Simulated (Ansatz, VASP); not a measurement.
# HfN in VASP and in Ansatz

```
CELL_PARAMETERS angstrom
0.00000 2.37195 2.37195
2.37195 0.00000 2.37195
2.37195 2.37195 0.00000
ATOMIC_POSITIONS crystal
Hf 0.00000 0.00000 0.00000
N 0.50000 0.50000 0.50000
```

Change from the starting cell: strain +0.050 along x and y, +0.050 along z, atoms carried along.

Alike in both runs: task single point; functional PBEsol; k mesh 18 × 18 × 18; occupations gaussian, width 0.15 eV; no spin polarisation.

|  | VASP | Ansatz |
| --- | --- | --- |
| version | VASP 6.6.1 | Ansatz 0.2.0 |
| potentials or method | VASP PAW PBE potentials, release 64 (Hf_pv, N), cutoff 520 eV | scalar-relativistic, plane waves, PAW |
| valence electrons in the cell | 15 | 31 |

|  | VASP | Ansatz | Ansatz less VASP |
| --- | --- | --- | --- |
| gap on the k mesh at the Fermi level (eV) | none | none | - |
| pressure (GPa) | -33.6 | -31.9 | +1.71 |

VASP's potentials were made for PBE, not for PBEsol. A gap of «none» marks a metal or a gap that the smearing closes. Both programs put the cell under strong tension, so it lies far from rest at this level. With one functional, cell and mesh, what is left measures potentials, basis and numerics. VASP's potentials hold 15 valence electrons a cell and Ansatz's 31, so a difference there can come from the potentials and not from the codes.

Neither program's run includes spin-orbit coupling. Noted on VASP's run: the cell as given lies far from equilibrium.
